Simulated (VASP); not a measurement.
# K2S (Fm-3m) in VASP: a series of runs, part 2 of 2

VASP 6.6.1.

### 3 Single point, PBE (volume changed by -3%)

The input, INCAR:

```
SYSTEM = K2S
ALGO = Normal ; EDIFF = 1E-6
ENCUT = 500 ; GGA = PE
GGA_COMPAT = .False. ; ISIF = 2
ISMEAR = 0 ; LASPH = .True.
LCHARG = .False. ; LREAL = .False.
LWAVE = .False. ; NBANDS = 19
NELM = 120 ; PREC = Accurate
SIGMA = 0.01
```

The input, KPOINTS:

```
k-points
0
Gamma
  6 6 6
  0 0 0
```

The input, POSCAR:

```
K2S
1.0
    0.0000000000      3.6929446030      3.6929446030
    3.6929446030      0.0000000000      3.6929446030
    3.6929446030      3.6929446030      0.0000000000
K S
2 1
Direct
    0.2500000000      0.2500000000      0.2500000000
    0.7500000000      0.7500000000      0.7500000000
    0.0000000000      0.0000000000      0.0000000000
```

Potentials or basis: VASP PAW PBE potentials, release 64 (K_sv, S).

On the command line:

```
cat potpaw_PBE.64/K_sv/POTCAR potpaw_PBE.64/S/POTCAR > POTCAR
mpirun -np 1 vasp_std > vasp.out
```

OUTCAR:

```text
SYSTEM = K2S
   EDIFF = 1E-6
   ENCUT = 500
   GGA = PE
   ISIF = 2
   ISMEAR = 0
   LASPH = .True.
   LREAL = .False.
   NELM = 120
   PREC = Accurate

 ion  position               nearest neighbor table
   1  0.250  0.250  0.250-   3 3.20   3 3.20   3 3.20   3 3.20   2 3.69   2 3.69   2 3.69   2 3.69
                             2 3.69   2 3.69
   2  0.750  0.750  0.750-   3 3.20   3 3.20   3 3.20   3 3.20   1 3.69   1 3.69   1 3.69   1 3.69
                             1 3.69   1 3.69
   3  0.000  0.000  0.000-   2 3.20   2 3.20   1 3.20   1 3.20   2 3.20   1 3.20   2 3.20   1 3.20

  LATTYP: Found a face centered cubic cell.
 ALAT       =     7.3858892060

  Lattice vectors:

 A1 = (   0.0000000000,   3.6929446030,   3.6929446030)
 A2 = (   3.6929446030,   0.0000000000,   3.6929446030)
 A3 = (   3.6929446030,   3.6929446030,   0.0000000000)

Analysis of symmetry for initial positions (statically):
=====================================================================
 Subroutine PRICEL returns:
 Original cell was already a primitive cell.

 Routine SETGRP: Setting up the symmetry group for a
 face centered cubic supercell.

[... 157 lines left out ...]

  energy without entropy =       -9.41363073  energy(sigma->0) =       -9.41363073

 E-fermi :  -0.1766     XC(G=0):  -7.3655

 val. band max:       -0.3213097940   @ k =   0.5000   0.5000   0.0000
 cond. band min:       2.0783066413   @ k =   0.0000   0.0000   0.0000
 fundamental gap:      2.3996164353
 Fermi energy:        -0.1766191726

 k-point     1 :       0.0000    0.0000    0.0000
  band No.  band energies     occupation
      1     -29.5268      2.00000
      2     -29.4420      2.00000
      3     -13.1232      2.00000
      4     -13.1232      2.00000
      5     -13.1232      2.00000
      6     -12.8806      2.00000
[... 329 lines left out ...]
      6     -12.9315      2.00000
[... 11 lines left out ...]
     18       7.2353      0.00000
     19       7.5446      0.00000

------------------------ aborting loop because EDIFF is reached ----------------------------------------

  FORCE on cell =-STRESS in cart. coord.  units (eV):
  Direction    XX          YY          ZZ          XY          YZ          ZX
  --------------------------------------------------------------------------------------
  -------------------------------------------------------------------------------------
  Total        0.4036512      0.4036512      0.4036512     -0.0000000     -0.0000000      0.0000000
  in kB        6.4204943      6.4204943      6.4204943     -0.0000000     -0.0000000      0.0000000
  external PRESSURE =       6.4204943 kB  Pullay stress =       0.0000000 kB

 VOLUME and BASIS-vectors are now :
 -----------------------------------------------------------------------------
  energy-cutoff  :      500.00
  volume of cell :      100.73
      direct lattice vectors                 reciprocal lattice vectors
     0.000000000  3.692944603  3.692944603    -0.135393312  0.135393312  0.135393312
     3.692944603  0.000000000  3.692944603     0.135393312 -0.135393312  0.135393312
     3.692944603  3.692944603  0.000000000     0.135393312  0.135393312 -0.135393312

 POSITION                                       TOTAL-FORCE (eV/Angst)
 -----------------------------------------------------------------------------------
      1.84647      1.84647      1.84647         0.000000      0.000000      0.000000
      5.53942      5.53942      5.53942        -0.000000     -0.000000      0.000000
      0.00000      0.00000      0.00000         0.000000      0.000000     -0.000000
 -----------------------------------------------------------------------------------
    total drift:                               -0.000000     -0.000000      0.000000

  FREE ENERGIE OF THE ION-ELECTRON SYSTEM (eV)
  ---------------------------------------------------
  free  energy   TOTEN  =        -9.4136307306 eV

  energy  without entropy=       -9.4136307306  energy(sigma->0) =       -9.41363073
```

OSZICAR:

```text
N       E                     dE             d eps       ncg     rms          rms(c)
DAV:   1     0.151390308682E+03    0.15139E+03   -0.10661E+04   608   0.106E+03
DAV:   2     0.173215325529E+01   -0.14966E+03   -0.14542E+03   680   0.300E+02
DAV:   3    -0.105810354044E+02   -0.12313E+02   -0.12274E+02  1063   0.654E+01
DAV:   4    -0.108427211362E+02   -0.26169E+00   -0.26155E+00   861   0.917E+00
DAV:   5    -0.108547243365E+02   -0.12003E-01   -0.12003E-01   981   0.137E+00    0.532E+00
DAV:   6    -0.947851226666E+01    0.13762E+01   -0.37250E+00   831   0.736E+00    0.484E+00
DAV:   7    -0.939560256216E+01    0.82910E-01   -0.98452E-01   802   0.319E+00    0.352E+00
DAV:   8    -0.942412377102E+01   -0.28521E-01   -0.27911E-01   694   0.203E+00    0.101E+00
DAV:   9    -0.940783237980E+01    0.16291E-01   -0.96564E-02   694   0.898E-01    0.532E-01
DAV:  10    -0.941383238077E+01   -0.60000E-02   -0.11753E-02   683   0.407E-01    0.159E-01
DAV:  11    -0.941335476410E+01    0.47762E-03   -0.54873E-03   694   0.232E-01    0.999E-02
DAV:  12    -0.941365115018E+01   -0.29639E-03   -0.22082E-03   700   0.136E-01    0.109E-01
DAV:  13    -0.941362756270E+01    0.23587E-04   -0.80525E-04   732   0.889E-02    0.128E-02
DAV:  14    -0.941363076991E+01   -0.32072E-05   -0.23239E-05   671   0.225E-02    0.126E-02
DAV:  15    -0.941363073064E+01    0.39265E-07   -0.56141E-06   604   0.758E-03
   1 F= -.94136307E+01 E0= -.94136307E+01  d E =-.187878E-94
```

It took 25 s on 1 thread of AMD EPYC 9R45 (Zen 5), shared host; peak memory 0.2 GiB.

What came out:

| Property | Result |
| --- | --- |
| Free energy | -9.4136 eV |
| Pressure | 0.6 GPa |
| Band gap on the k mesh | 2.40 eV, indirect (least direct gap 2.60 eV) |

Levels at points of the mesh, in eV from the valence-band top:
```
           k point  band 9  band 10  band 11  band 12  band 13  band 14  band 15  band 16
(0.00, 0.00, 0.00)   -9.62    -0.20    -0.20    -0.20     2.40     5.47     5.47     7.50
(0.50, 0.00, 0.00)   -9.42    -0.62    -0.07    -0.07     4.73     5.05     5.83     5.83
(0.50, 0.50, 0.00)   -9.37    -0.75     0.00     0.00     3.52     5.31     6.63     6.64
```

Caveat: the cell differs from its parent crystal (volume changed by -3%).

### 4 Single point, PBE

This run uses another cell than the first one, of 33.84 Å³/atom, 1.040 times its volume.

The input, INCAR:

```
SYSTEM = K2S
  PREC = Accurate
  ENCUT = 500
  EDIFF = 1E-6
  ISMEAR = 0
  SIGMA = 0.01
  LREAL = .FALSE.
  LASPH = .TRUE.
  NELM = 120
  ALGO = Normal
  ISIF = 2
  LWAVE = .FALSE.
  LCHARG = .FALSE.
  GGA = PE
  NBANDS = 19
  GGA_COMPAT = .FALSE.
```

The input, KPOINTS:

```
regular mesh
0
G
  6 6 6
  0 0 0
```

The input, POSCAR:

```
K2S
1.0
    0.0000000000      3.7027186839      3.7027186839
    3.7027186839      0.0000000000      3.7027186839
    3.7027186839      3.7027186839      0.0000000000
K S
2 1
Direct
    0.2500000000      0.2500000000      0.2500000000
    0.7500000000      0.7500000000      0.7500000000
    0.0000000000      0.0000000000      0.0000000000
```

Potentials or basis: VASP PAW PBE potentials, release 64 (K_sv, S).

On the command line:

```
cat potpaw_PBE.64/K_sv/POTCAR potpaw_PBE.64/S/POTCAR > POTCAR
mpirun -np 1 vasp_std > vasp.out
```

OUTCAR:

```text
SYSTEM = K2S
   PREC = Accurate
   ENCUT = 500
   EDIFF = 1E-6
   ISMEAR = 0
   LREAL = .FALSE.
   LASPH = .TRUE.
   NELM = 120
   ISIF = 2
   GGA = PE

 ion  position               nearest neighbor table
   1  0.250  0.250  0.250-   3 3.21   3 3.21   3 3.21   3 3.21   2 3.70   2 3.70   2 3.70   2 3.70
                             2 3.70   2 3.70
   2  0.750  0.750  0.750-   3 3.21   3 3.21   3 3.21   3 3.21   1 3.70   1 3.70   1 3.70   1 3.70
                             1 3.70   1 3.70
   3  0.000  0.000  0.000-   2 3.21   2 3.21   2 3.21   1 3.21   1 3.21   1 3.21   2 3.21   1 3.21

  LATTYP: Found a face centered cubic cell.
 ALAT       =     7.4054373678

  Lattice vectors:

 A1 = (   0.0000000000,   3.7027186839,   3.7027186839)
 A2 = (   3.7027186839,   0.0000000000,   3.7027186839)
 A3 = (   3.7027186839,   3.7027186839,   0.0000000000)

Analysis of symmetry for initial positions (statically):
=====================================================================
 Subroutine PRICEL returns:
 Original cell was already a primitive cell.

 Routine SETGRP: Setting up the symmetry group for a
 face centered cubic supercell.

 Subroutine GETGRP returns: Found 48 space group operations
 (whereof 48 operations were pure point group operations)
 out of a pool of 48 trial point group operations.

The static configuration has the point symmetry O_h .

Analysis of symmetry for dynamics (positions and initial velocities):
=====================================================================
 Subroutine PRICEL returns:
 Original cell was already a primitive cell.

 Routine SETGRP: Setting up the symmetry group for a
 face centered cubic supercell.

 Subroutine GETGRP returns: Found 48 space group operations
 (whereof 48 operations were pure point group operations)
 out of a pool of 48 trial point group operations.

[... 109 lines left out ...]
   EFERMI_NEDOS =   21; number of points for ismear=-14 and -15
   IALGO  =     38    algorithm
   IMIX   =      4    mixing-type and parameters
     AMIX     =   0.40;   BMIX     =  1.00
     AMIX_MAG =   1.60;   BMIX_MAG =  1.00
  volume/ion in A,a.u.               =      33.84       228.38
  Fermi-wavevector in a.u.,A,eV,Ry     =   1.012235  1.912846 13.940787  1.024619
  Thomas-Fermi vector in A             =   2.145332
   LORBIT       =      0    0 simple, 1 ext, 2 COOP (PROOUT), +10 PAW based schemes
   GGA     = PE    functional components
   LHFCALC =     F    Hartree Fock is set to
   AEXX    =    0.0000 exact exchange contribution
   IVDW    =     0    specifies the selected vdW correction
   LEPSILON=     F    determine dielectric tensor
   LRPA    =     F    only Hartree local field effects (RPA)
 non-spin polarized calculation
 Gauss-broadening in eV      SIGMA  =   0.01
  energy-cutoff  :      500.00
  volume of cell :      101.53
 maximum number of plane-waves:      2637
 NGX is ok and might be reduce to    40
   NGX = 19   NGY = 19   NGZ = 19

 number of electron      23.9999996 magnetization

 Free energy of the ion-electron system (eV)
  ---------------------------------------------------
  ext. energy  EPLUGINS =         0.00000000
  ---------------------------------------------------
  free energy    TOTEN  =        -9.41660506 eV

  energy without entropy =       -9.41660506  energy(sigma->0) =       -9.41660506

 E-fermi :  -0.2370     XC(G=0):  -7.3365

 val. band max:       -0.3478812900   @ k =   0.5000   0.5000   0.0000
 cond. band min:       2.0311239292   @ k =   0.0000   0.0000   0.0000
 fundamental gap:      2.3790052192
 Fermi energy:        -0.2369914951

 k-point     1 :       0.0000    0.0000    0.0000
  band No.  band energies     occupation
      1     -29.5685      2.00000
      2     -29.4863      2.00000
      3     -13.1623      2.00000
      4     -13.1623      2.00000
      5     -13.1623      2.00000
      6     -12.9250      2.00000
[... 329 lines left out ...]
      6     -12.9748      2.00000
[... 11 lines left out ...]
     18       7.1825      0.00000
     19       7.4693      0.00000

------------------------ aborting loop because EDIFF is reached ----------------------------------------

  FORCE on cell =-STRESS in cart. coord.  units (eV):
  Direction    XX          YY          ZZ          XY          YZ          ZX
  --------------------------------------------------------------------------------------
  -------------------------------------------------------------------------------------
  Total        0.3000962      0.3000962      0.3000962     -0.0000000      0.0000000      0.0000000
  in kB        4.7356433      4.7356433      4.7356433     -0.0000000      0.0000000      0.0000000
  external PRESSURE =       4.7356433 kB  Pullay stress =       0.0000000 kB

 VOLUME and BASIS-vectors are now :
 -----------------------------------------------------------------------------
  energy-cutoff  :      500.00
  volume of cell :      101.53
      direct lattice vectors                 reciprocal lattice vectors
     0.000000000  3.702718684  3.702718684    -0.135035914  0.135035914  0.135035914
     3.702718684  0.000000000  3.702718684     0.135035914 -0.135035914  0.135035914
     3.702718684  3.702718684  0.000000000     0.135035914  0.135035914 -0.135035914

 POSITION                                       TOTAL-FORCE (eV/Angst)
 -----------------------------------------------------------------------------------
      1.85136      1.85136      1.85136        -0.000000     -0.000000     -0.000000
      5.55408      5.55408      5.55408        -0.000000      0.000000      0.000000
      0.00000      0.00000      0.00000         0.000000      0.000000      0.000000
 -----------------------------------------------------------------------------------
    total drift:                               -0.000000     -0.000000      0.000000

  FREE ENERGIE OF THE ION-ELECTRON SYSTEM (eV)
  ---------------------------------------------------
  free  energy   TOTEN  =        -9.4166050554 eV

  energy  without entropy=       -9.4166050554  energy(sigma->0) =       -9.41660506
```

OSZICAR:

```text
N       E                     dE             d eps       ncg     rms          rms(c)
DAV:   1     0.150017930432E+03    0.15002E+03   -0.10659E+04   608   0.105E+03
DAV:   2     0.128850218349E+01   -0.14873E+03   -0.14470E+03   672   0.300E+02
DAV:   3    -0.105915588512E+02   -0.11880E+02   -0.11838E+02  1085   0.646E+01
DAV:   4    -0.108504356662E+02   -0.25888E+00   -0.25876E+00   837   0.917E+00
DAV:   5    -0.108602962625E+02   -0.98606E-02   -0.98601E-02   984   0.128E+00    0.528E+00
DAV:   6    -0.948189098349E+01    0.13784E+01   -0.37001E+00   818   0.734E+00    0.481E+00
DAV:   7    -0.939884209621E+01    0.83049E-01   -0.96206E-01   810   0.315E+00    0.348E+00
DAV:   8    -0.942677011196E+01   -0.27928E-01   -0.26929E-01   685   0.200E+00    0.102E+00
DAV:   9    -0.941078025253E+01    0.15990E-01   -0.91987E-02   700   0.874E-01    0.545E-01
DAV:  10    -0.941717069420E+01   -0.63904E-02   -0.12542E-02   671   0.412E-01    0.174E-01
DAV:  11    -0.941632139536E+01    0.84930E-03   -0.63758E-03   708   0.245E-01    0.105E-01
DAV:  12    -0.941660582348E+01   -0.28443E-03   -0.23036E-03   697   0.139E-01    0.111E-01
DAV:  13    -0.941660138812E+01    0.44354E-05   -0.84556E-04   693   0.918E-02    0.188E-02
DAV:  14    -0.941660493901E+01   -0.35509E-05   -0.29623E-05   670   0.243E-02    0.123E-02
DAV:  15    -0.941660505537E+01   -0.11636E-06   -0.42480E-06   654   0.673E-03
   1 F= -.94166051E+01 E0= -.94166051E+01  d E =-.619225E-57
```

stdout:

```text
POSCAR found type information on POSCAR K S
 POSCAR found :  2 types and       3 ions
 scaLAPACK will be used
 LDA part: xc-table for (Slater+PW92), standard interpolation
 POSCAR, INCAR and KPOINTS ok, starting setup
 FFT: planning ... GRIDC
 FFT: planning ... GRID_SOFT
 FFT: planning ... GRID
 WAVECAR not read
 entering main loop
```

Run time: 25 s. Hardware: 1 thread of AMD EPYC 9R45 (Zen 5), shared host; peak memory 0.2 GiB.

Results:

- Free energy: -9.4166 eV
- Pressure: 0.5 GPa
- Band gap on the k mesh: 2.38 eV, indirect (least direct gap 2.57 eV)

A k mesh can miss the band edges.

### 5 Single point, PBE

This run uses another cell than the first one, of 34.61 Å³/atom, 1.064 times its volume.

The input, INCAR:

```
SYSTEM = K2S
ALGO = Normal
EDIFF = 1E-6
ENCUT = 500
GGA = PE
GGA_COMPAT = .False.
ISIF = 2
ISMEAR = 0
LASPH = .True.
LCHARG = .False.
LREAL = .False.
LWAVE = .False.
NBANDS = 19
NELM = 120
PREC = Accurate
SIGMA = 0.01
```

The input, KPOINTS:

```
k-points
0
Gamma
  6 6 6
  0 0 0
```

The input, POSCAR:

```
K2S
1.0
    0.0000000000      3.7306303140      3.7306303140
    3.7306303140      0.0000000000      3.7306303140
    3.7306303140      3.7306303140      0.0000000000
K S
2 1
Direct
    0.2500000000      0.2500000000      0.2500000000
    0.7500000000      0.7500000000      0.7500000000
    0.0000000000      0.0000000000      0.0000000000
```

On the command line:

```
cat potpaw_PBE.64/K_sv/POTCAR potpaw_PBE.64/S/POTCAR > POTCAR
mpirun -np 1 vasp_std > vasp.out
```

It took 25 s on 1 thread of AMD EPYC 9R45 (Zen 5), shared host; peak memory 0.2 GiB.

The run converged. Its results:

* Free energy: -9.4208 eV
* Pressure: 0.0 GPa
* Band gap on the k mesh: 2.32 eV, indirect (least direct gap 2.50 eV)

Levels at points of the mesh, in eV from the valence-band top:
```tsv
k point	band 10	band 11	band 12	band 13	band 14	band 15
(0.00, 0.00, 0.00)	-0.17	-0.17	-0.17	2.32	5.46	5.46
(0.50, 0.00, 0.00)	-0.60	-0.06	-0.06	4.67	4.91	5.78
(0.50, 0.50, 0.00)	-0.72	0.00	0.00	3.50	5.25	6.48
```

A k mesh can miss the band edges.

### 6 The runs side by side

```csv
cell,gap on the mesh (eV),pressure (GPa)
"a = 5.168 Å, angles 60.0°, 3 atoms",2.48,1.3
"a = 5.223 Å, angles 60.0°, 3 atoms",2.40,0.6
"a = 5.236 Å, angles 60.0°, 3 atoms",2.38,0.5
"a = 5.276 Å, angles 60.0°, 3 atoms",2.32,0.0
```

Alike in all rows: task single point; level PBE; potentials or basis VASP PAW PBE potentials, release 64 (K_sv, S); no spin polarisation; k mesh 6 × 6 × 6; cutoff (eV) 500; smearing gaussian 0.01 eV.

Absolute energies hang on the potentials; compare differences alone.
